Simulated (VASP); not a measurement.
Sb:

```xyz
1
Lattice="-1.8713 1.8713 1.8713 1.8713 -1.8713 1.8713 1.8713 1.8713 -1.8713" Properties=species:S:1:pos:R:3 pbc="T T T"
Sb    0.0000    0.0000    0.0000
```

Program: VASP 6.6.1. Alike in all runs: task single point; no spin polarisation; cell as given; cutoff (eV) 520.

Order these runs on this cell by their pressure, lowest first.
A. level r2SCANh; potentials or basis VASP PAW PBE potentials, release 64 (Sb); k mesh 5 × 5 × 5; smearing fermi-dirac 0.05 eV; grid for exact exchange (PRECFOCK) Normal
B. level PBEsol-based global hybrid; potentials or basis VASP PAW PBE potentials, release 64 (Sb); k mesh 5 × 5 × 5; smearing fermi-dirac 0.05 eV; grid for exact exchange (PRECFOCK) Normal; share of exact exchange 0.25
C. level LDA; potentials or basis VASP PAW LDA potentials, release 64 (Sb); k mesh 10 × 10 × 10; smearing gaussian 0.1 eV
D. level PBEsol+D3(BJ); potentials or basis VASP PAW PBE potentials, release 64 (Sb); k mesh 10 × 10 × 10; smearing fermi-dirac 0.05 eV
E. level PBE; potentials or basis VASP PAW PBE potentials, release 64 (Sb); k mesh 10 × 10 × 10; smearing gaussian 0.019 eV

B (-5.3 GPa), D (-3.4 GPa), C (-1.1 GPa), A (0.7 GPa), E (3.0 GPa).

Caveats: some runs use coarse meshes; the PAW data sets were made with another functional, which shifts forces and pressure a little (some runs); three body term missing (some runs); pairwise dispersion overbinds metals, which lowers pressure and volume (some runs).
